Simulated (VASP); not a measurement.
# Rb (Fm-3m) in VASP: density of states with PBE

Aim: the density of states of Rb with PBE.

Everything below comes from runs of VASP 6.6.1. Logs are shortened: lines on timing, memory, paths and dates and some standing lists are left out, and cuts for length are marked.

### Step 1. The cell of the first run

Symmetry: Fm-3m, No. 225, cubic system. Conventional cell: a = 5.394 Å, b = 5.394 Å, c = 5.394 Å, α = 90.00°, β = 90.00°, γ = 90.00°. Rb (site symmetry m-3m) has 12 Rb at 3.81 Å within 5.0 Å.

### Step 2. Density of states, PBE (volume scaled by 0.43)

POSCAR reads:

```
Rb
1.0
    0.0000000000      2.6968520697      2.6968520697
    2.6968520697      0.0000000000      2.6968520697
    2.6968520697      2.6968520697      0.0000000000
Rb
1
Direct
    0.0000000000      0.0000000000      0.0000000000
```

INCAR.step1 reads:

```
PREC = Accurate
ENCUT = 520
EDIFF = 1E-6
ISMEAR = -1
SIGMA = 0.08
LREAL = F
LASPH = T
NELM = 100
ALGO = Normal
ISIF = 2
LWAVE = F
LCHARG = T
GGA = PE
NBANDS = 10
```

KPOINTS.step1 reads:

```
Automatic mesh
0
Gamma
  10 10 10
```

INCAR.step2 reads:

```
PREC = Accurate
ENCUT = 520
EDIFF = 1E-6
ISMEAR = -5
SIGMA = 0.08
LREAL = F
LASPH = T
NELM = 100
ALGO = Normal
ISIF = 2
LWAVE = F
LCHARG = F
GGA = PE
LORBIT = 11
NEDOS = 2001
ICHARG = 11
```

KPOINTS.step2 reads:

```
Automatic mesh
0
Gamma
  15 15 15
```

Potentials or basis: VASP PAW PBE potentials, release 64 (Rb_sv).

Run with:

```bash
$ cat potpaw_PBE.64/Rb_sv/POTCAR > POTCAR
$ cp INCAR.step1 INCAR
$ cp KPOINTS.step1 KPOINTS
$ mpirun -np 1 vasp_std > vasp.out
$ cp INCAR.step2 INCAR
$ cp KPOINTS.step2 KPOINTS
$ mpirun -np 1 vasp_std > vasp.out
```

OUTCAR:

```text
PREC = Accurate
   ENCUT = 520
   EDIFF = 1E-6
   ISMEAR = -5
   LREAL = F
   LASPH = T
   NELM = 100
   ISIF = 2
   GGA = PE
   LORBIT = 11
   ICHARG = 11

 ion  position               nearest neighbor table
   1  0.000  0.000  0.000-

  LATTYP: Found a face centered cubic cell.
 ALAT       =     5.3937041394

  Lattice vectors:

 A1 = (   0.0000000000,   2.6968520697,   2.6968520697)
 A2 = (   2.6968520697,   0.0000000000,   2.6968520697)
 A3 = (   2.6968520697,   2.6968520697,   0.0000000000)

Analysis of symmetry for initial positions (statically):
=====================================================================
 Subroutine PRICEL returns:
 Original cell was already a primitive cell.

 Routine SETGRP: Setting up the symmetry group for a
 face centered cubic supercell.

 Subroutine GETGRP returns: Found 48 space group operations
 (whereof 48 operations were pure point group operations)
 out of a pool of 48 trial point group operations.

The static configuration has the point symmetry O_h .

Analysis of symmetry for dynamics (positions and initial velocities):
=====================================================================
 Subroutine PRICEL returns:
 Original cell was already a primitive cell.

 Routine SETGRP: Setting up the symmetry group for a
 face centered cubic supercell.

 Subroutine GETGRP returns: Found 48 space group operations
 (whereof 48 operations were pure point group operations)
 out of a pool of 48 trial point group operations.

The dynamic configuration has the point symmetry O_h .

 Subroutine INISYM returns: Found 48 space group operations
 (whereof 48 operations are pure point group operations),
 and found     1 'primitive' translations

----------------------------------------------------------------------------------------

                                     Primitive cell

  volume of cell :      39.2285

  direct lattice vectors                    reciprocal lattice vectors
     0.000000000  2.696852070  2.696852070    -0.185401345  0.185401345  0.185401345
     2.696852070  0.000000000  2.696852070     0.185401345 -0.185401345  0.185401345
     2.696852070  2.696852070  0.000000000     0.185401345  0.185401345 -0.185401345

  length of vectors
     3.813924773  3.813924773  3.813924773     0.321124549  0.321124549  0.321124549

  position of ions in fractional coordinates (direct lattice)
     0.000000000  0.000000000  0.000000000

  ion indices of the primitive-cell ions
   primitive index   ion index
                 1           1

----------------------------------------------------------------------------------------

 KPOINTS: Automatic mesh

Automatic generation of k-mesh.
 Grid dimensions read from file:
 generate k-points for:   15   15   15

 Generating k-lattice:

  Cartesian coordinates                     Fractional coordinates (reciprocal lattice)
    -0.012360090  0.012360090  0.012360090     0.066666667  0.000000000  0.000000000
     0.012360090 -0.012360090  0.012360090     0.000000000  0.066666667  0.000000000
     0.012360090  0.012360090 -0.012360090     0.000000000  0.000000000  0.066666667

  Length of vectors
     0.021408303  0.021408303  0.021408303

  Shift w.r.t. Gamma in fractional coordinates (k-lattice)
     0.000000000  0.000000000  0.000000000

 TETIRR: Found    484 inequivalent tetrahedra from    20250

 Subroutine IBZKPT returns following result:
 ===========================================

 Found    120 irreducible k-points:

 Following reciprocal coordinates:
            Coordinates               Weight
  0.000000  0.000000  0.000000      1.000000
  0.066667  0.000000  0.000000      8.000000
  0.133333  0.000000  0.000000      8.000000
  0.200000  0.000000  0.000000      8.000000
  0.266667  0.000000  0.000000      8.000000
  0.333333  0.000000  0.000000      8.000000
[... 16 lines left out ...]
  0.133333  0.133333  0.000000      6.000000
  0.200000  0.133333  0.000000     24.000000
 [... further k-points ...]
   k-points           NKPTS =    120   k-points in BZ     NKDIM =    120   number of bands    NBANDS=      8
   number of dos      NEDOS =   2001   number of ions     NIONS =      1
   total plane-waves  NPLWV =  21952
   dimension x,y,z NGX =    28 NGY =   28 NGZ =   28
   dimension x,y,z NGXF=    56 NGYF=   56 NGZF=   56
   ions per type =               1
   NGX,Y,Z   is equivalent  to a cutoff of  12.20, 12.20, 12.20 a.u.
   NGXF,Y,Z  is equivalent  to a cutoff of  24.41, 24.41, 24.41 a.u.
 SYSTEM =  unknown system
   PREC   = accura    normal or accurate (medium, high low for compatibility)
   ISTART =      0    job   : 0-new  1-cont  2-samecut
   ICHARG =     11    charge: 1-file 2-atom 10-const
   ISPIN  =      1    spin polarized calculation?
   LNONCOLLINEAR =      F non collinear calculations
   LSORBIT =      F    spin-orbit coupling
   LASPH  =      T    aspherical Exc in radial PAW
   ENCUT  =  520.0 eV  38.22 Ry    6.18 a.u.   7.09  7.09  7.09*2*pi/ulx,y,z
   NELM   =    100;   NELMIN=  2; NELMDL=  0     # of ELM steps
   EDIFF  = 0.1E-05   stopping-criterion for ELM
   LREAL  =      F    real-space projection
   EDIFFG = 0.1E-04   stopping-criterion for IOM
   NSW    =      0    number of steps for IOM
   IBRION =     -1    ionic relax: 0-MD 1-quasi-New 2-CG
   NFREE  =      0    steps in history (QN), initial steepest desc. (CG)
   ISIF   =      2    stress and relaxation
   ISYM   =      2    0-nonsym 1-usesym 2-fastsym
   POTIM  = 0.5000    time-step for ionic-motion
   TEBEG  =    0.0;   TEEND  =   0.0 temperature during run
   PSTRESS=    0.0 pullay stress
   NELECT =       9.0000    total number of electrons
   NUPDOWN=      -1.0000    fix difference up-down
   EMIN   =  10.00;   EMAX   =-10.00  energy-range for DOS
   EFERMI =   0.00;   METHOD = LEGACY
   ISMEAR =    -5;   SIGMA  =   0.08  broadening in eV -4-tet -1-fermi 0-gaus
   EFERMI_NEDOS =   21; number of points for ismear=-14 and -15
   IALGO  =     38    algorithm
   IMIX   =      4    mixing-type and parameters
     AMIX     =   0.40;   BMIX     =  1.00
     AMIX_MAG =   1.60;   BMIX_MAG =  1.00
  volume/ion in A,a.u.               =      39.23       264.73
  Fermi-wavevector in a.u.,A,eV,Ry     =   1.002202  1.893887 13.665809  1.004409
  Thomas-Fermi vector in A             =   2.134674
   LORBIT       =     11    0 simple, 1 ext, 2 COOP (PROOUT), +10 PAW based schemes
   GGA     = PE    functional components
   LHFCALC =     F    Hartree Fock is set to
   AEXX    =    0.0000 exact exchange contribution
   IVDW    =     0    specifies the selected vdW correction
   LEPSILON=     F    determine dielectric tensor
   LRPA    =     F    only Hartree local field effects (RPA)
 non-spin polarized calculation
 Fermi weights with tetrahedron method with Bloechl corrections
  energy-cutoff  :      520.00
  volume of cell :       39.23
 maximum number of plane-waves:      1073

 number of electron       9.0000000 magnetization

 Free energy of the ion-electron system (eV)
  ---------------------------------------------------
  ext. energy  EPLUGINS =         0.00000000
  ---------------------------------------------------
  free energy    TOTEN  =        -0.06666713 eV

  energy without entropy =       -0.06666713  energy(sigma->0) =       -0.06666713

 E-fermi :   2.9601     XC(G=0):  -8.0033

 val. band max:        2.9547375384   @ k =   0.4667   0.2667   0.1333
 cond. band min:       2.9913070150   @ k =  -0.4667   0.1333   0.0667
 fundamental gap:      0.0365694765
 Fermi energy:         2.9600978277

 k-point     1 :       0.0000    0.0000    0.0000
  band No.  band energies     occupation
      1     -26.1537      2.00000
      2      -9.7059      2.00000
      3      -9.7059      2.00000
      4      -9.7059      2.00000
      5      -0.0371      2.00000
      6       7.0301      0.00000
      7       7.0301      0.00000
      8       7.0301      0.00000

 k-point     2 :       0.0667    0.0000    0.0000
  band No.  band energies     occupation
      1     -26.1476      2.00000
      2      -9.7661      2.00000
      3      -9.7122      2.00000
      4      -9.7122      2.00000
      5       0.0879      2.00000
      6       6.8234      0.00000
      7       7.0869      0.00000
      8       7.0869      0.00000

 k-point     3 :       0.1333    0.0000    0.0000
  band No.  band energies     occupation
      1     -26.1302      2.00000
      2      -9.9307      2.00000
      3      -9.7296      2.00000
      4      -9.7296      2.00000
      5       0.4407      2.00000
      6       6.3583      0.00000
      7       7.2178      0.00000
      8       7.2178      0.00000

 k-point     4 :       0.2000    0.0000    0.0000
  band No.  band energies     occupation
      1     -26.1044      2.00000
      2     -10.1606      2.00000
      3      -9.7551      2.00000
      4      -9.7551      2.00000
      5       0.9596      2.00000
      6       5.8600      0.00000
      7       7.2874      0.00000
      8       7.2874      0.00000

 k-point     5 :       0.2667    0.0000    0.0000
  band No.  band energies     occupation
      1     -26.0745      2.00000
      2     -10.4089      2.00000
      3      -9.7840      2.00000
      4      -9.7840      2.00000
      5       1.5515      2.00000
      6       5.4575      0.00000
      7       7.1712      0.00000
      8       7.1712      0.00000
[... 177 lines left out ...]
 k-point    22 :      -0.0667    0.0667    0.0000
  band No.  band energies     occupation
      1     -26.1377      2.00000
      2      -9.8489      2.00000
      3      -9.7431      2.00000
      4      -9.7130      2.00000
      5       0.2889      2.00000
      6       6.5425      0.00000
      7       7.1575      0.00000
      8       7.1819      0.00000

 k-point    23 :       0.1333    0.1333    0.0000
  band No.  band energies     occupation
      1     -26.1224      2.00000
      2      -9.9276      2.00000
      3      -9.7752      2.00000
      4      -9.7752      2.00000
      5       0.5956      2.00000
      6       6.1228      0.00000
      7       7.3750      0.00000
      8       7.3750      0.00000

 k-point    24 :       0.2000    0.1333    0.0000
  band No.  band energies     occupation
      1     -26.1032      2.00000
      2     -10.0766      2.00000
      3      -9.8096      2.00000
      4      -9.8005      2.00000
      5       0.9798      2.00000
      6       5.7563      0.00000
      7       7.3105      0.00000
      8       7.5415      0.00000

 [... further k-points ...]
[... 5 lines left out ...]
  --------------------------------------------------------------------------------------
  -------------------------------------------------------------------------------------
  Total        2.3799228      2.3799228      2.3799228      0.0000000      0.0000000      0.0000000
  in kB       97.2013030     97.2013030     97.2013030      0.0000000      0.0000000      0.0000000
  external PRESSURE =      97.2013030 kB  Pullay stress =       0.0000000 kB

 VOLUME and BASIS-vectors are now :
 -----------------------------------------------------------------------------
  energy-cutoff  :      520.00
  volume of cell :       39.23
      direct lattice vectors                 reciprocal lattice vectors
     0.000000000  2.696852070  2.696852070    -0.185401345  0.185401345  0.185401345
     2.696852070  0.000000000  2.696852070     0.185401345 -0.185401345  0.185401345
     2.696852070  2.696852070  0.000000000     0.185401345  0.185401345 -0.185401345

 POSITION                                       TOTAL-FORCE (eV/Angst)
 -----------------------------------------------------------------------------------
      0.00000      0.00000      0.00000         0.000000      0.000000      0.000000
 -----------------------------------------------------------------------------------
    total drift:                               -0.000000     -0.000000      0.000000

  FREE ENERGIE OF THE ION-ELECTRON SYSTEM (eV)
  ---------------------------------------------------
  free  energy   TOTEN  =        -0.0666671310 eV

  energy  without entropy=       -0.0666671310  energy(sigma->0) =       -0.06666713

 total charge

# of ion       s       p       d       tot
------------------------------------------
    1        2.002   5.277   0.055   7.334
```

Run time: 57 s. Hardware: 1 thread of Intel Xeon 6975P-C, shared host; peak memory 0.17 GiB.

What came out:

```
Valence electrons inside the program's atomic spheres : Rb 7.33
```

Caveat: tetrahedron occupations give inexact forces and stress in metals.
